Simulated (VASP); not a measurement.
# SiC in VASP: a series of runs

The runs below take SiC through electric field gradients, with PBE.

Everything below comes from runs of VASP 6.6.1. Logs are shortened: lines on timing, memory, paths and dates and some standing lists are left out, and cuts for length are marked.

## (1) The cell of the first run

Symmetry: F-43m, No. 216, cubic system. The conventional cell has a = 4.348 Å, b = 4.348 Å, c = 4.348 Å, α = 90.00°, β = 90.00°, γ = 90.00°. Si (site symmetry -43m) has 4 C at 1.88 Å within 2.5 Å. Within 2.5 Å of C (site symmetry -43m) lie 4 Si at 1.88 Å.

## (2) Electric field gradients, PBE

Input file INCAR:

```
PREC = Accurate
ENCUT = 520
EDIFF = 1E-8
ISMEAR = -1
SIGMA = 0.05
LREAL = False
LASPH = True
NELM = 60
ALGO = Normal
ISIF = 2
LWAVE = False
LCHARG = False
GGA = PE
LEFG = True
NBANDS = 11
```

Input file KPOINTS:

```
regular mesh
0
Gamma
  5 5 5
```

Input file POSCAR:

```
SiC
1.0
    0.0000000000      2.1740000000      2.1740000000
    2.1740000000      0.0000000000      2.1740000000
    2.1740000000      2.1740000000      0.0000000000
Si C
1 1
Direct
    0.0000000000      0.0000000000      0.0000000000
    0.7500000000      0.7500000000      0.7500000000
```

Potentials or basis: VASP PAW PBE potentials, release 64 (Si, C).

The run is started by

```
$ cat potpaw_PBE.64/Si/POTCAR potpaw_PBE.64/C/POTCAR > POTCAR
$ mpirun -np 1 vasp_std > vasp.out
```

OUTCAR:

```text
PREC = Accurate
   ENCUT = 520
   EDIFF = 1E-8
   ISMEAR = -1
   LREAL = False
   LASPH = True
   NELM = 60
   ISIF = 2
   GGA = PE

 ion  position               nearest neighbor table
   1  0.000  0.000  0.000-   2 1.88   2 1.88   2 1.88   2 1.88
   2  0.750  0.750  0.750-   1 1.88   1 1.88   1 1.88   1 1.88

  LATTYP: Found a face centered cubic cell.
 ALAT       =     4.3480000000

  Lattice vectors:

 A1 = (   0.0000000000,   2.1740000000,   2.1740000000)
 A2 = (   2.1740000000,   0.0000000000,   2.1740000000)
 A3 = (   2.1740000000,   2.1740000000,   0.0000000000)

Analysis of symmetry for initial positions (statically):
=====================================================================
 Subroutine PRICEL returns:
 Original cell was already a primitive cell.

 Routine SETGRP: Setting up the symmetry group for a
 face centered cubic supercell.

 Subroutine GETGRP returns: Found 24 space group operations
 (whereof 24 operations were pure point group operations)
 out of a pool of 48 trial point group operations.

The static configuration has the point symmetry T_d .

Analysis of symmetry for dynamics (positions and initial velocities):
=====================================================================
 Subroutine PRICEL returns:
 Original cell was already a primitive cell.

 Routine SETGRP: Setting up the symmetry group for a
 face centered cubic supercell.

 Subroutine GETGRP returns: Found 24 space group operations
 (whereof 24 operations were pure point group operations)
 out of a pool of 48 trial point group operations.

The dynamic configuration has the point symmetry T_d .

 Subroutine INISYM returns: Found 24 space group operations
 (whereof 24 operations are pure point group operations),
 and found     1 'primitive' translations

----------------------------------------------------------------------------------------

                                     Primitive cell

  volume of cell :      20.5498

  direct lattice vectors                    reciprocal lattice vectors
     0.000000000  2.174000000  2.174000000    -0.229990800  0.229990800  0.229990800
     2.174000000  0.000000000  2.174000000     0.229990800 -0.229990800  0.229990800
     2.174000000  2.174000000  0.000000000     0.229990800  0.229990800 -0.229990800

  length of vectors
     3.074500285  3.074500285  3.074500285     0.398355752  0.398355752  0.398355752

  position of ions in fractional coordinates (direct lattice)
     0.000000000  0.000000000  0.000000000
     0.750000000  0.750000000  0.750000000

  ion indices of the primitive-cell ions
   primitive index   ion index
                 1           1
                 2           2

----------------------------------------------------------------------------------------

 KPOINTS: regular mesh

Automatic generation of k-mesh.
 Grid dimensions read from file:
 generate k-points for:    5    5    5

 Generating k-lattice:

  Cartesian coordinates                     Fractional coordinates (reciprocal lattice)
    -0.045998160  0.045998160  0.045998160     0.200000000  0.000000000  0.000000000
     0.045998160 -0.045998160  0.045998160     0.000000000  0.200000000  0.000000000
     0.045998160  0.045998160 -0.045998160     0.000000000  0.000000000  0.200000000

  Length of vectors
     0.079671150  0.079671150  0.079671150

  Shift w.r.t. Gamma in fractional coordinates (k-lattice)
     0.000000000  0.000000000  0.000000000

 Subroutine IBZKPT returns following result:
 ===========================================

 Found     10 irreducible k-points:

 Following reciprocal coordinates:
            Coordinates               Weight
  0.000000  0.000000  0.000000      1.000000
  0.200000  0.000000  0.000000      8.000000
  0.400000  0.000000  0.000000      8.000000
  0.200000  0.200000  0.000000      6.000000
  0.400000  0.200000  0.000000     24.000000
 -0.400000  0.200000  0.000000     24.000000
 -0.200000  0.200000  0.000000     12.000000
  0.400000  0.400000  0.000000      6.000000
 -0.400000  0.400000  0.000000     12.000000
 -0.400000  0.400000  0.200000     24.000000
   k-points           NKPTS =     10   k-points in BZ     NKDIM =     10   number of bands    NBANDS=     11
   number of dos      NEDOS =    301   number of ions     NIONS =      2
   total plane-waves  NPLWV =  13824
   dimension x,y,z NGX =    24 NGY =   24 NGZ =   24
   dimension x,y,z NGXF=    48 NGYF=   48 NGZF=   48
   ions per type =               1   1
   NGX,Y,Z   is equivalent  to a cutoff of  12.98, 12.98, 12.98 a.u.
   NGXF,Y,Z  is equivalent  to a cutoff of  25.95, 25.95, 25.95 a.u.
 SYSTEM =  unknown system
   PREC   = accura    normal or accurate (medium, high low for compatibility)
   ISTART =      0    job   : 0-new  1-cont  2-samecut
   ICHARG =      2    charge: 1-file 2-atom 10-const
   ISPIN  =      1    spin polarized calculation?
   LNONCOLLINEAR =      F non collinear calculations
   LSORBIT =      F    spin-orbit coupling
   LASPH  =      T    aspherical Exc in radial PAW
   ENCUT  =  520.0 eV  38.22 Ry    6.18 a.u.   5.72  5.72  5.72*2*pi/ulx,y,z
   NELM   =     60;   NELMIN=  2; NELMDL= -5     # of ELM steps
   EDIFF  = 0.1E-07   stopping-criterion for ELM
   LREAL  =      F    real-space projection
   EDIFFG = 0.1E-06   stopping-criterion for IOM
   NSW    =      0    number of steps for IOM
   IBRION =     -1    ionic relax: 0-MD 1-quasi-New 2-CG
   NFREE  =      0    steps in history (QN), initial steepest desc. (CG)
   ISIF   =      2    stress and relaxation
   ISYM   =      2    0-nonsym 1-usesym 2-fastsym
   POTIM  = 0.5000    time-step for ionic-motion
   TEBEG  =    0.0;   TEEND  =   0.0 temperature during run
   PSTRESS=    0.0 pullay stress
   NELECT =       8.0000    total number of electrons
   NUPDOWN=      -1.0000    fix difference up-down
   EMIN   =  10.00;   EMAX   =-10.00  energy-range for DOS
   EFERMI =   0.00;   METHOD = LEGACY
   ISMEAR =    -1;   SIGMA  =   0.05  broadening in eV -4-tet -1-fermi 0-gaus
   EFERMI_NEDOS =   21; number of points for ismear=-14 and -15
   IALGO  =     38    algorithm
   IMIX   =      4    mixing-type and parameters
     AMIX     =   0.40;   BMIX     =  1.00
     AMIX_MAG =   1.60;   BMIX_MAG =  1.00
  volume/ion in A,a.u.               =      10.27        69.34
  Fermi-wavevector in a.u.,A,eV,Ry     =   1.195369  2.258920 19.441458  1.428907
  Thomas-Fermi vector in A             =   2.331336
   LORBIT       =      0    0 simple, 1 ext, 2 COOP (PROOUT), +10 PAW based schemes
   GGA     = PE    functional components
   LHFCALC =     F    Hartree Fock is set to
   AEXX    =    0.0000 exact exchange contribution
   IVDW    =     0    specifies the selected vdW correction
   LEPSILON=     F    determine dielectric tensor
   LRPA    =     F    only Hartree local field effects (RPA)
 non-spin polarized calculation
  energy-cutoff  :      520.00
  volume of cell :       20.55
 maximum number of plane-waves:       564
   NGX = 11   NGY = 11   NGZ = 11

 number of electron       8.0000001 magnetization

 Free energy of the ion-electron system (eV)
  ---------------------------------------------------
  ext. energy  EPLUGINS =         0.00000000
  ---------------------------------------------------
  free energy    TOTEN  =       -15.01885475 eV

  energy without entropy =      -15.01885475  energy(sigma->0) =      -15.01885475

 E-fermi :   9.0920     XC(G=0): -11.3808

 val. band max:        8.2053120929   @ k =   0.0000   0.0000   0.0000
 cond. band min:      10.0121600077   @ k =   0.4000   0.4000   0.0000
 fundamental gap:      1.8068479147
 Fermi energy:         9.0920139400

 k-point     1 :       0.0000    0.0000    0.0000
  band No.  band energies     occupation
      1      -7.2616      2.00000
      2       8.2053      2.00000
      3       8.2053      2.00000
      4       8.2053      2.00000
      5      14.5166      0.00000
      6      15.5428      0.00000
      7      15.5428      0.00000
      8      15.5428      0.00000
      9      22.7344      0.00000
     10      22.7344      0.00000
     11      24.7781      0.00000

 k-point     2 :       0.2000    0.0000    0.0000
  band No.  band energies     occupation
      1      -6.4841      2.00000
      2       5.0652      2.00000
      3       7.7631      2.00000
      4       7.7631      2.00000
      5      14.4607      0.00000
      6      16.1458      0.00000
      7      16.1458      0.00000
      8      17.0483      0.00000
      9      21.1169      0.00000
     10      21.1169      0.00000
     11      23.6418      0.00000

 k-point     3 :       0.4000    0.0000    0.0000
  band No.  band energies     occupation
      1      -4.4020      2.00000
      2       0.6732      2.00000
      3       7.2267      2.00000
      4       7.2267      2.00000
      5      13.7817      0.00000
      6      15.6128      0.00000
      7      15.6128      0.00000
      8      18.2885      0.00000
      9      23.8949      0.00000
     10      23.8949      0.00000
     11      24.0025      0.00000

 k-point     4 :       0.2000    0.2000    0.0000
  band No.  band energies     occupation
      1      -6.2239      2.00000
      2       5.8156      2.00000
      3       6.7504      2.00000
      4       6.7504      2.00000
      5      13.1866      0.00000
      6      15.3202      0.00000
      7      17.8912      0.00000
      8      17.8912      0.00000
      9      19.1081      0.00000
     10      23.9080      0.00000
     11      27.6054      0.00000

 k-point     5 :       0.4000    0.2000    0.0000
  band No.  band energies     occupation
      1      -4.5325      2.00000
      2       2.3458      2.00000
      3       5.5921      2.00000
      4       6.1450      2.00000
      5      12.5211      0.00000
      6      15.8106      0.00000
      7      17.8016      0.00000
      8      18.2493      0.00000
      9      21.7354      0.00000
     10      25.6109      0.00000
     11      26.9442      0.00000

 k-point     6 :      -0.4000    0.2000    0.0000
  band No.  band energies     occupation
      1      -3.2057      2.00000
      2       0.3735      2.00000
      3       4.4631      2.00000
      4       6.5360      2.00000
      5      13.0197      0.00000
      6      16.5165      0.00000
      7      17.2662      0.00000
      8      19.4649      0.00000
      9      22.5145      0.00000
     10      23.2421      0.00000
     11      27.1325      0.00000

 k-point     7 :      -0.2000    0.2000    0.0000
  band No.  band energies     occupation
      1      -5.2421      2.00000
      2       3.3885      2.00000
      3       4.9682      2.00000
      4       7.5567      2.00000
      5      14.7882      0.00000
      6      16.2619      0.00000
      7      16.6117      0.00000
      8      17.4180      0.00000
      9      19.7439      0.00000
     10      23.6868      0.00000
     11      27.4258      0.00000

 k-point     8 :       0.4000    0.4000    0.0000
  band No.  band energies     occupation
      1      -3.3764      2.00000
      2       1.7393      2.00000
      3       5.2135      2.00000
      4       5.2135      2.00000
      5      10.0122      0.00000
      6      12.8530      0.00000
      7      21.5153      0.00000
      8      21.5153      0.00000
      9      22.3807      0.00000
     10      27.1463      0.00000
     11      31.0134      0.00000

 k-point     9 :      -0.4000    0.4000    0.0000
  band No.  band energies     occupation
      1      -2.1371      2.00000
      2       0.7544      2.00000
      3       3.0410      2.00000
      4       5.3879      2.00000
      5      10.8993      0.00000
      6      14.9327      0.00000
      7      20.7519      0.00000
      8      21.2307      0.00000
      9      21.7571      0.00000
     10      25.1412      0.00000
     11      30.1432      0.00000

 k-point    10 :      -0.4000    0.4000    0.2000
  band No.  band energies     occupation
      1      -2.7598      2.00000
      2       1.4405      2.00000
      3       3.3316      2.00000
      4       4.7164      2.00000
      5      13.1217      0.00000
      6      16.5047      0.00000
      7      17.0456      0.00000
      8      20.5865      0.00000
      9      21.6791      0.00000
     10      24.9221      0.00000
     11      29.8638      0.00000

------------------------ aborting loop because EDIFF is reached ----------------------------------------

  FORCE on cell =-STRESS in cart. coord.  units (eV):
  Direction    XX          YY          ZZ          XY          YZ          ZX
  --------------------------------------------------------------------------------------
  -------------------------------------------------------------------------------------
  Total        0.6293323      0.6293323      0.6293323      0.0000000      0.0000000      0.0000000
  in kB       49.0661528     49.0661528     49.0661528      0.0000000      0.0000000      0.0000000
  external PRESSURE =      49.0661528 kB  Pullay stress =       0.0000000 kB

 VOLUME and BASIS-vectors are now :
 -----------------------------------------------------------------------------
  energy-cutoff  :      520.00
  volume of cell :       20.55
      direct lattice vectors                 reciprocal lattice vectors
     0.000000000  2.174000000  2.174000000    -0.229990800  0.229990800  0.229990800
     2.174000000  0.000000000  2.174000000     0.229990800 -0.229990800  0.229990800
     2.174000000  2.174000000  0.000000000     0.229990800  0.229990800 -0.229990800

 POSITION                                       TOTAL-FORCE (eV/Angst)
 -----------------------------------------------------------------------------------
      0.00000      0.00000      0.00000        -0.000000     -0.000000      0.000000
      3.26100      3.26100      3.26100         0.000000      0.000000     -0.000000
 -----------------------------------------------------------------------------------
    total drift:                               -0.000000     -0.000000     -0.000000

  FREE ENERGIE OF THE ION-ELECTRON SYSTEM (eV)
  ---------------------------------------------------
  free  energy   TOTEN  =       -15.0188547512 eV

  energy  without entropy=      -15.0188547494  energy(sigma->0) =      -15.01885475

 Electric field gradients (V/A^2)
---------------------------------------------------------------------
 ion       V_xx      V_yy      V_zz      V_xy      V_xz      V_yz
---------------------------------------------------------------------
   1      -0.000     0.000    -0.000     0.000     0.000     0.000
   2      -0.000    -0.000     0.000     0.000     0.000     0.000
---------------------------------------------------------------------

 Electric field gradients after diagonalization (V/A^2)
 (convention: |V_zz| > |V_xx| > |V_yy|)
----------------------------------------------------------------------
 ion       V_xx      V_yy      V_zz     asymmetry (V_yy - V_xx)/ V_zz
----------------------------------------------------------------------
   1      -0.000    -0.000     0.000       0.000
   2      -0.000    -0.000     0.000       0.000
----------------------------------------------------------------------

           NMR quadrupolar parameters

 Cq : quadrupolar parameter    Cq=e*Q*V_zz/h
 eta: asymmetry parameters     (V_yy - V_xx)/ V_zz
 Q  : nuclear electric quadrupole moment in mb (millibarn)
----------------------------------------------------------------------
 ion       Cq(MHz)       eta       Q (mb)
----------------------------------------------------------------------
   1       0.000       0.000       1.000
   2       0.000       0.000       1.000
----------------------------------------------------------------------
```

Wall time 3.4 s (1 thread of Intel Xeon Platinum 8259CL at 2.50GHz (Skylake/Cascade Lake), shared host); peak memory 0.13 GiB.

What came out:

| Quantity | Value |
| --- | --- |
| Free energy | -15.0189 eV |
| Pressure | 4.9 GPa |
| Band gap on the k mesh | 1.81 eV, indirect (least direct gap 4.80 eV) |

Caveat: the k points lie up to 0.50 Å⁻¹ apart; without QUAD_EFG the Cq values of the log hold for a quadrupole moment of 1 mb, not for the nuclei. A k mesh can miss the band edges.

## (3) Electric field gradients, PBE

Input file INCAR:

```
SYSTEM = SiC
PREC     = Accurate       ! precision mode
ENCUT    = 520            ! plane-wave cutoff, eV
EDIFF    = 1E-8           ! SCF threshold, eV
ISMEAR   = -1             ! smearing method
SIGMA    = 0.05           ! smearing width, eV
LREAL    = .FALSE.        ! projectors in reciprocal space
LASPH    = .TRUE.         ! aspherical terms in the spheres
NELM     = 80             ! most SCF steps
ALGO     = Normal         ! electronic algorithm
ISIF     = 2              ! what is computed and relaxed
LWAVE    = .FALSE.        ! write WAVECAR
LCHARG   = .FALSE.        ! write CHGCAR
GGA      = PE             ! functional
LEFG     = .TRUE.       
NBANDS   = 11             ! bands
```

Input file KPOINTS:

```
Automatic mesh
0
G
  8 8 8
  0 0 0
```

POSCAR is that of step 2.

Potentials or basis: VASP PAW PBE potentials, release 64 (Si, C).

The run is started by

```
$ cat potpaw_PBE.64/Si/POTCAR potpaw_PBE.64/C/POTCAR > POTCAR
$ mpirun -np 1 vasp_std > vasp.out
```

OUTCAR:

```text
SYSTEM = SiC
   PREC = Accurate
   ENCUT = 520
   EDIFF = 1E-8
   ISMEAR = -1
   LREAL = .FALSE.
   LASPH = .TRUE.
   NELM = 80
   ISIF = 2
   GGA = PE

 ion  position               nearest neighbor table
   1  0.000  0.000  0.000-   2 1.88   2 1.88   2 1.88   2 1.88
   2  0.750  0.750  0.750-   1 1.88   1 1.88   1 1.88   1 1.88

  LATTYP: Found a face centered cubic cell.
 ALAT       =     4.3480000000

  Lattice vectors:

 A1 = (   0.0000000000,   2.1740000000,   2.1740000000)
 A2 = (   2.1740000000,   0.0000000000,   2.1740000000)
[... 547 lines left out ...]
  ---------------------------------------------------
  free  energy   TOTEN  =       -15.0530790431 eV

  energy  without entropy=      -15.0530790161  energy(sigma->0) =      -15.05307903

 Electric field gradients (V/A^2)
---------------------------------------------------------------------
 ion       V_xx      V_yy      V_zz      V_xy      V_xz      V_yz
---------------------------------------------------------------------
   1       0.000    -0.000     0.000     0.000     0.000     0.000
   2      -0.000    -0.000    -0.000     0.000     0.000     0.000
---------------------------------------------------------------------

 Electric field gradients after diagonalization (V/A^2)
 (convention: |V_zz| > |V_xx| > |V_yy|)
----------------------------------------------------------------------
 ion       V_xx      V_yy      V_zz     asymmetry (V_yy - V_xx)/ V_zz
----------------------------------------------------------------------
   1      -0.000    -0.000     0.000       0.000
   2      -0.000    -0.000     0.000       0.000
----------------------------------------------------------------------

           NMR quadrupolar parameters

 Cq : quadrupolar parameter    Cq=e*Q*V_zz/h
 eta: asymmetry parameters     (V_yy - V_xx)/ V_zz
 Q  : nuclear electric quadrupole moment in mb (millibarn)
----------------------------------------------------------------------
 ion       Cq(MHz)       eta       Q (mb)
----------------------------------------------------------------------
   1       0.000       0.000       1.000
   2       0.000       0.000       1.000
----------------------------------------------------------------------
```

stdout:

```text
POSCAR found type information on POSCAR SiC
 POSCAR found :  2 types and       2 ions
 scaLAPACK will be used
 LDA part: xc-table for (Slater+PW92), standard interpolation
 POSCAR, INCAR and KPOINTS ok, starting setup
 FFT: planning ... GRIDC
 FFT: planning ... GRID_SOFT
 FFT: planning ... GRID
 WAVECAR not read
 entering main loop
ion   1

ion   2
```

Wall time 6.2 s (1 thread of Intel Xeon Platinum 8259CL at 2.50GHz (Skylake/Cascade Lake), shared host); peak memory 0.13 GiB.

Results:

- Free energy: -15.0531 eV
- Pressure: 4.8 GPa
- Band gap on the k mesh: 1.35 eV, indirect (least direct gap 4.55 eV)

Caveat: without QUAD_EFG the Cq values of the log hold for a quadrupole moment of 1 mb, not for the nuclei. A hybrid or GW would open this gap; PBE tends to underestimate it.

[end of part 1 of 2]
